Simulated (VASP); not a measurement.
# CO2 (Pa-3) in VASP: notebook

Runs on CO2. Level: PBE+D3(BJ). Tasks: relaxation of cell and atoms, single point.

Everything below comes from runs of VASP 6.6.1. Logs are shortened: lines on timing, memory, paths and dates and some standing lists are left out, and cuts for length are marked.

### Step 1. The cell of the first run

The structure is cubic, space group Pa-3 (No. 205). Conventional cell: a = 5.630 Å, b = 5.630 Å, c = 5.630 Å, α = 90.00°, β = 90.00°, γ = 90.00°. C (site symmetry -3) has 2 O at 1.05 Å within 1.4 Å. Within 1.4 Å of O (site symmetry 3) lie 1 C at 1.05 Å.

### Step 2. Relaxation of cell and atoms, PBE+D3(BJ)

File INCAR:

```
SYSTEM = CO2
PREC = Accurate
ENCUT = 600
EDIFF = 1E-6
ISMEAR = 0
SIGMA = 0.1
LREAL = .False.
LASPH = .True.
NELM = 60
ALGO = Normal
ISIF = 3
LWAVE = .False.
LCHARG = .False.
GGA = PE
IVDW = 12
IBRION = 2
NSW = 100
EDIFFG = -0.05
```

File KPOINTS:

```
Automatic mesh
0
Gamma
  4 4 4
  0 0 0
```

File POSCAR:

```
CO2
1.0
    5.6300000000      0.0000000000      0.0000000000
    0.0000000000      5.6300000000      0.0000000000
    0.0000000000      0.0000000000      5.6300000000
C O
4 8
Direct
    0.0000000000      0.0000000000      0.0000000000
    0.5000000000      0.0000000000      0.5000000000
    0.5000000000      0.5000000000      0.0000000000
    0.0000000000      0.5000000000      0.5000000000
    0.1080000000      0.1080000000      0.1080000000
    0.3920000000      0.8920000000      0.6080000000
    0.6080000000      0.3920000000      0.8920000000
    0.8920000000      0.6080000000      0.3920000000
    0.8920000000      0.8920000000      0.8920000000
    0.6080000000      0.1080000000      0.3920000000
    0.3920000000      0.6080000000      0.1080000000
    0.1080000000      0.3920000000      0.6080000000
```

Potentials or basis: VASP PAW PBE potentials, release 64 (C, O).

Launch:

```
cat potpaw_PBE.64/C/POTCAR potpaw_PBE.64/O/POTCAR > POTCAR
mpirun -np 1 vasp_std > vasp.out
```

OUTCAR:

```text
SYSTEM = CO2
   PREC = Accurate
   ENCUT = 600
   EDIFF = 1E-6
   ISMEAR = 0
   LREAL = .False.
   LASPH = .True.
   NELM = 60
   ISIF = 3
   GGA = PE
   IVDW = 12
   IBRION = 2
   NSW = 100
   EDIFFG = -0.05
 IVDW          = 12

 ion  position               nearest neighbor table
   1  0.000  0.000  0.000-   5 1.05   9 1.05
   2  0.500  0.000  0.500-   6 1.05  10 1.05
   3  0.500  0.500  0.000-   7 1.05  11 1.05
   4  0.000  0.500  0.500-   8 1.05  12 1.05
   5  0.108  0.108  0.108-   1 1.05
   6  0.392  0.892  0.608-   2 1.05
   7  0.608  0.392  0.892-   3 1.05
   8  0.892  0.608  0.392-   4 1.05
   9  0.892  0.892  0.892-   1 1.05
  10  0.608  0.108  0.392-   2 1.05
  11  0.392  0.608  0.108-   3 1.05
  12  0.108  0.392  0.608-   4 1.05

  LATTYP: Found a simple cubic cell.
 ALAT       =     5.6300000000

  Lattice vectors:

 A1 = (   5.6300000000,   0.0000000000,   0.0000000000)
 A2 = (   0.0000000000,   5.6300000000,   0.0000000000)
 A3 = (   0.0000000000,   0.0000000000,   5.6300000000)

Analysis of symmetry for initial positions (statically):
=====================================================================
 Subroutine PRICEL returns:
 Original cell was already a primitive cell.

 Routine SETGRP: Setting up the symmetry group for a
 simple cubic supercell.

 Subroutine GETGRP returns: Found 24 space group operations
 (whereof  6 operations were pure point group operations)
 out of a pool of 48 trial point group operations.

The static configuration has the point symmetry S_6 .
 The point group associated with its full space group is T_h .

Analysis of symmetry for dynamics (positions and initial velocities):
=====================================================================
 Subroutine PRICEL returns:
 Original cell was already a primitive cell.

 Routine SETGRP: Setting up the symmetry group for a
 simple cubic supercell.

 Subroutine GETGRP returns: Found 24 space group operations
 (whereof  6 operations were pure point group operations)
 out of a pool of 48 trial point group operations.

The dynamic configuration has the point symmetry S_6 .
 The point group associated with its full space group is T_h .

 Subroutine INISYM returns: Found 24 space group operations
 (whereof  6 operations are pure point group operations),
 and found     1 'primitive' translations

----------------------------------------------------------------------------------------

                                     Primitive cell

  volume of cell :     178.4535

  direct lattice vectors                    reciprocal lattice vectors
     5.630000000  0.000000000  0.000000000     0.177619893  0.000000000  0.000000000
     0.000000000  5.630000000  0.000000000     0.000000000  0.177619893  0.000000000
     0.000000000  0.000000000  5.630000000     0.000000000  0.000000000  0.177619893

  length of vectors
     5.630000000  5.630000000  5.630000000     0.177619893  0.177619893  0.177619893

  position of ions in fractional coordinates (direct lattice)
     0.000000000  0.000000000  0.000000000
     0.500000000  0.000000000  0.500000000
     0.500000000  0.500000000  0.000000000
     0.000000000  0.500000000  0.500000000
     0.108000000  0.108000000  0.108000000
     0.392000000  0.892000000  0.608000000
     0.608000000  0.392000000  0.892000000
     0.892000000  0.608000000  0.392000000
     0.892000000  0.892000000  0.892000000
     0.608000000  0.108000000  0.392000000
     0.392000000  0.608000000  0.108000000
     0.108000000  0.392000000  0.608000000

  ion indices of the primitive-cell ions
   primitive index   ion index
                 1           1
                 2           2
                 3           3
                 4           4
                 5           5
                 6           6
                 7           7
                 8           8
                 9           9
                10          10
                11          11
                12          12

----------------------------------------------------------------------------------------

 KPOINTS: Automatic mesh

Automatic generation of k-mesh.
 Grid dimensions read from file:
 generate k-points for:    4    4    4

 Generating k-lattice:

  Cartesian coordinates                     Fractional coordinates (reciprocal lattice)
     0.044404973  0.000000000  0.000000000     0.250000000  0.000000000  0.000000000
     0.000000000  0.044404973  0.000000000     0.000000000  0.250000000  0.000000000
     0.000000000  0.000000000  0.044404973     0.000000000  0.000000000  0.250000000

  Length of vectors
     0.044404973  0.044404973  0.044404973

  Shift w.r.t. Gamma in fractional coordinates (k-lattice)
     0.000000000  0.000000000  0.000000000

 Subroutine IBZKPT returns following result:
 ===========================================

 Found     11 irreducible k-points:

 Following reciprocal coordinates:
            Coordinates               Weight
  0.000000  0.000000  0.000000      1.000000
  0.250000  0.000000  0.000000      6.000000
  0.500000  0.000000  0.000000      3.000000
  0.250000  0.250000  0.000000     12.000000
  0.500000  0.250000  0.000000      6.000000
 -0.250000  0.500000  0.000000      6.000000
  0.500000  0.500000  0.000000      3.000000
  0.250000  0.250000  0.250000      8.000000
  0.500000  0.250000  0.250000     12.000000
  0.500000  0.500000  0.250000      6.000000
  0.500000  0.500000  0.500000      1.000000
   k-points           NKPTS =     11   k-points in BZ     NKDIM =     11   number of bands    NBANDS=     39
   number of dos      NEDOS =    301   number of ions     NIONS =     12
   total plane-waves  NPLWV = 110592
   dimension x,y,z NGX =    48 NGY =   48 NGZ =   48
   dimension x,y,z NGXF=    96 NGYF=   96 NGZF=   96
   ions per type =               4   8
   NGX,Y,Z   is equivalent  to a cutoff of  14.17, 14.17, 14.17 a.u.
   NGXF,Y,Z  is equivalent  to a cutoff of  28.35, 28.35, 28.35 a.u.
 SYSTEM =  CO2
   PREC   = accura    normal or accurate (medium, high low for compatibility)
   ISTART =      0    job   : 0-new  1-cont  2-samecut
   ICHARG =      2    charge: 1-file 2-atom 10-const
   ISPIN  =      1    spin polarized calculation?
   LNONCOLLINEAR =      F non collinear calculations
   LSORBIT =      F    spin-orbit coupling
   LASPH  =      T    aspherical Exc in radial PAW
   ENCUT  =  600.0 eV  44.10 Ry    6.64 a.u.  11.24 11.24 11.24*2*pi/ulx,y,z
   NELM   =     60;   NELMIN=  2; NELMDL= -5     # of ELM steps
   EDIFF  = 0.1E-05   stopping-criterion for ELM
   LREAL  =      F    real-space projection
   EDIFFG = -.5E-01   stopping-criterion for IOM
   NSW    =    100    number of steps for IOM
   IBRION =      2    ionic relax: 0-MD 1-quasi-New 2-CG
   NFREE  =      1    steps in history (QN), initial steepest desc. (CG)
   ISIF   =      3    stress and relaxation
   ISYM   =      2    0-nonsym 1-usesym 2-fastsym
   POTIM  = 0.5000    time-step for ionic-motion
   TEBEG  =    0.0;   TEEND  =   0.0 temperature during run
   PSTRESS=    0.0 pullay stress
   NELECT =      64.0000    total number of electrons
   NUPDOWN=      -1.0000    fix difference up-down
   EMIN   =  10.00;   EMAX   =-10.00  energy-range for DOS
   EFERMI =   0.00;   METHOD = LEGACY
   ISMEAR =     0;   SIGMA  =   0.10  broadening in eV -4-tet -1-fermi 0-gaus
   EFERMI_NEDOS =   21; number of points for ismear=-14 and -15
   IALGO  =     38    algorithm
   IMIX   =      4    mixing-type and parameters
     AMIX     =   0.40;   BMIX     =  1.00
     AMIX_MAG =   1.60;   BMIX_MAG =  1.00
  volume/ion in A,a.u.               =      14.87       100.36
  Fermi-wavevector in a.u.,A,eV,Ry     =   1.163125  2.197988 18.406778  1.352860
  Thomas-Fermi vector in A             =   2.299678
   LORBIT       =      0    0 simple, 1 ext, 2 COOP (PROOUT), +10 PAW based schemes
   GGA     = PE    functional components
   LHFCALC =     F    Hartree Fock is set to
   AEXX    =    0.0000 exact exchange contribution
   IVDW    =    12    specifies the selected vdW correction
   LEPSILON=     F    determine dielectric tensor
   LRPA    =     F    only Hartree local field effects (RPA)
 conjugate gradient relaxation of ions
 non-spin polarized calculation
 Gauss-broadening in eV      SIGMA  =   0.10
  energy-cutoff  :      600.00
  volume of cell :      178.45
 maximum number of plane-waves:      6031
 NGX is ok and might be reduce to    48
   NGX = 23   NGY = 23   NGZ = 23

--------------------------------------- Ionic step        1  -------------------------------------------

 number of electron      63.9999969 magnetization

 Free energy of the ion-electron system (eV)
  ---------------------------------------------------
  ext. energy  EPLUGINS =         0.00000000
  ---------------------------------------------------
  free energy    TOTEN  =       -84.08797623 eV

  energy without entropy =      -84.08797623  energy(sigma->0) =      -84.08797623

------------------------ aborting loop because EDIFF is reached ----------------------------------------

 Edisp (eV)   -0.82374

 E8    (eV) :    -0.2095

  FORCE on cell =-STRESS in cart. coord.  units (eV):
  Direction    XX          YY          ZZ          XY          YZ          ZX
  --------------------------------------------------------------------------------------
  -------------------------------------------------------------------------------------
  Total      52.89754    52.89754    52.89754     0.00000     0.00000     0.00000
  in kB     474.92042   474.92042   474.92042     0.00000     0.00000     0.00000
  external pressure =      474.92 kB  Pullay stress =        0.00 kB
[... 127 lines left out ...]
  FREE ENERGIE OF THE ION-ELECTRON SYSTEM (eV)
  ---------------------------------------------------
  free  energy   TOTEN  =       -29.6811653938 eV

  energy  without entropy=      -29.4102945410  energy(sigma->0) =      -29.54572997

[... ionic steps 4 to 7 ...]

--------------------------------------- Ionic step        8  -------------------------------------------

 number of electron      64.0000001 magnetization

------------------------ aborting loop because EDIFF is reached ----------------------------------------

 Edisp (eV)   -0.80651

 E8    (eV) :    -0.2059
[... 89 lines left out ...]
  energy  without entropy=      -92.9994953801  energy(sigma->0) =      -92.99949538

--------------------------------------- Ionic step       10  -------------------------------------------

 number of electron      63.9999961 magnetization

 Free energy of the ion-electron system (eV)
  ---------------------------------------------------
  ext. energy  EPLUGINS =         0.00000000
  ---------------------------------------------------
  free energy    TOTEN  =       -92.19818264 eV

  energy without entropy =      -92.19818264  energy(sigma->0) =      -92.19818264

 E-fermi :  -3.2720     XC(G=0):  -7.7845

 val. band max:       -3.7417437781   @ k =   0.0000   0.0000   0.0000
 cond. band min:       2.9607188240   @ k =   0.0000   0.0000   0.0000
 fundamental gap:      6.7024626021
 Fermi energy:        -3.2719749046

 k-point     1 :       0.0000    0.0000    0.0000
  band No.  band energies     occupation
      1     -24.2512      2.00000
      2     -24.0537      2.00000
      3     -24.0537      2.00000
      4     -24.0537      2.00000
      5     -23.1198      2.00000
      6     -23.1198      2.00000
[... 494 lines left out ...]
  FREE ENERGIE OF THE ION-ELECTRON SYSTEM (eV)
  ---------------------------------------------------
  free  energy   TOTEN  =       -93.0202607804 eV

  energy  without entropy=      -93.0202607804  energy(sigma->0) =      -93.02026078

 reached required accuracy - stopping structural energy minimisation
```

Run time: 8.6 min. Hardware: 1 thread of Intel Xeon 6975P-C (Granite Rapids), shared host; peak memory 0.36 GiB.

Results:

- Free energy: -93.0203 eV
- Relaxed volume: 15.02 Å³/atom
- Relaxed cell: a = 5.649 Å, b = 5.649 Å, c = 5.649 Å, α = 90.00°, β = 90.00°, γ = 90.00°
- Space group after relaxing (to 0.1 Å): Pa-3 (No. 205)
- Pressure after relaxing: -0.1 GPa
- Largest force after relaxing: 0.008 eV/Å
- Band gap on the k mesh: 6.70 eV
- Dispersion energy per atom: -0.069 eV

Forces in eV/Å, atoms in the order of the input:
```
C    0.000  0.000  0.000
C    0.000  0.000  0.000
C    0.000  0.000  0.000
C    0.000  0.000  0.000
O   -0.004 -0.004 -0.004
O    0.004  0.004 -0.004
O   -0.004  0.004  0.004
O    0.004 -0.004  0.004
O    0.004  0.004  0.004
O   -0.004 -0.004  0.004
O    0.004 -0.004 -0.004
O   -0.004  0.004 -0.004
```

Final structure:
```
C O
1.0
     5.64889    0.00000    0.00000
     0.00000    5.64889    0.00000
     0.00000    0.00000    5.64889
C O
4 8
Direct
  0.00000 0.00000 0.00000
  0.50000 0.00000 0.50000
  0.50000 0.50000 0.00000
  0.00000 0.50000 0.50000
  0.12004 0.12004 0.12004
  0.37996 0.87996 0.62004
  0.62004 0.37996 0.87996
  0.87996 0.62004 0.37996
  0.87996 0.87996 0.87996
  0.62004 0.12004 0.37996
  0.37996 0.62004 0.12004
  0.12004 0.37996 0.62004
```

A k mesh can miss the band edges. Zero-point motion and thermal expansion aren't in these numbers.

### Step 3. Relaxation of cell and atoms, PBE+D3(BJ)

This run uses another cell than the first one, of 15.20 Å³/atom.

File INCAR:

```
  ALGO = Normal
  EDIFF = 1E-6
  EDIFFG = -0.005
  ENCUT = 600
  GGA = PE
  IBRION = 2
  ISIF = 3
  ISMEAR = 0
  IVDW = 12
  LASPH = T
  LCHARG = F
  LREAL = F
  LWAVE = F
  NELM = 60
  NSW = 100
  PREC = Accurate
  SIGMA = 0.02
```

File KPOINTS:

```
k-points
0
Gamma
  4 4 4
```

File POSCAR:

```
CO2
1.0
    5.6711123368      0.0000000000      0.0000000000
    0.0000000000      5.6711123368      0.0000000000
    0.0000000000      0.0000000000      5.6711123368
C O
4 8
Direct
    0.0000000000      0.0000000000      0.0000000000
    0.5000000000      0.0000000000      0.5000000000
    0.5000000000      0.5000000000      0.0000000000
    0.0000000000      0.5000000000      0.5000000000
    0.1190348168      0.1190348168      0.1190348168
    0.3809651832      0.8809651832      0.6190348168
    0.6190348168      0.3809651832      0.8809651832
    0.8809651832      0.6190348168      0.3809651832
    0.8809651832      0.8809651832      0.8809651832
    0.6190348168      0.1190348168      0.3809651832
    0.3809651832      0.6190348168      0.1190348168
    0.1190348168      0.3809651832      0.6190348168
```

Potentials or basis: VASP PAW PBE potentials, release 64 (C, O).

Launch:

```
cat potpaw_PBE.64/C/POTCAR potpaw_PBE.64/O/POTCAR > POTCAR
mpirun -np 1 vasp_std > vasp.out
```

It took 4.7 min on 1 thread of Intel Xeon 6975P-C (Granite Rapids), shared host; peak memory 0.38 GiB.

The run converged. Its results:

| Property | Result |
| --- | --- |
| Free energy | -93.0313 eV |
| Relaxed volume | 14.78 Å³/atom |
| Relaxed cell | a = 5.618 Å, b = 5.618 Å, c = 5.618 Å, α = 90.00°, β = 90.00°, γ = 90.00° |
| Space group after relaxing (to 0.1 Å) | Pa-3 (No. 205) |
| Energy gained by relaxing | 1.2 meV/atom |
| Ionic steps | 13 |
| Pressure after relaxing | 0.0 GPa |
| Band gap on the k mesh | 6.72 eV |
| Dispersion energy per atom | -0.070 eV |

Step by step:
```
step  energy change (eV)  largest force (eV/Å)  pressure (GPa)  volume (Å³)
   1              0.0000                0.5525            1.28       182.39
   2              0.3025                2.6438           -7.46       185.62
   3             -0.0109                0.0048           -0.21       182.88
   4             -0.0109                0.0160           -0.18       182.87
   5             -0.0109                0.0262           -0.16       182.86
   6             -0.0114                0.0237           -0.15       182.50
   7             -0.0126                0.0192           -0.12       181.43
   8             -0.0144                0.0105           -0.06       179.30
   9             -0.0142                0.0015            0.10       175.09
  10             -0.0149                0.0060            0.02       177.22
  11             -0.0149                0.0071            0.02       177.33
  12             -0.0142                0.1353           -0.38       177.48
  13             -0.0149                0.0000           -0.01       177.34
```

Final structure:
```
CELL_PARAMETERS angstrom
5.61826 0.00000 0.00000
0.00000 5.61826 0.00000
0.00000 0.00000 5.61826
ATOMIC_POSITIONS crystal
C 0.00000 0.00000 0.00000
C 0.50000 0.00000 0.50000
C 0.50000 0.50000 0.00000
C 0.00000 0.50000 0.50000
O 0.12067 0.12067 0.12067
O 0.37933 0.87933 0.62067
O 0.62067 0.37933 0.87933
O 0.87933 0.62067 0.37933
O 0.87933 0.87933 0.87933
O 0.62067 0.12067 0.37933
O 0.37933 0.62067 0.12067
O 0.12067 0.37933 0.62067
```

Levels at points of the mesh, in eV from the valence-band top:
```csv
k point,band 29,band 30,band 31,band 32,band 33,band 34,band 35,band 36
"(0.00, 0.00, 0.00)",-0.19,-0.19,0.00,0.00,6.72,7.91,7.91,7.91
"(0.50, 0.00, 0.00)",-0.30,-0.30,-0.07,-0.07,7.85,7.85,8.06,8.06
"(0.50, 0.50, 0.00)",-0.27,-0.27,-0.27,-0.27,7.84,7.84,7.84,7.84
"(0.50, 0.50, 0.50)",-0.31,-0.31,-0.31,-0.31,7.84,7.84,7.84,7.84
```

A k mesh can miss the band edges. Expect the measured gap to be larger: semilocal functionals such as PBE lack the derivative discontinuity.

[end of part 1 of 2]
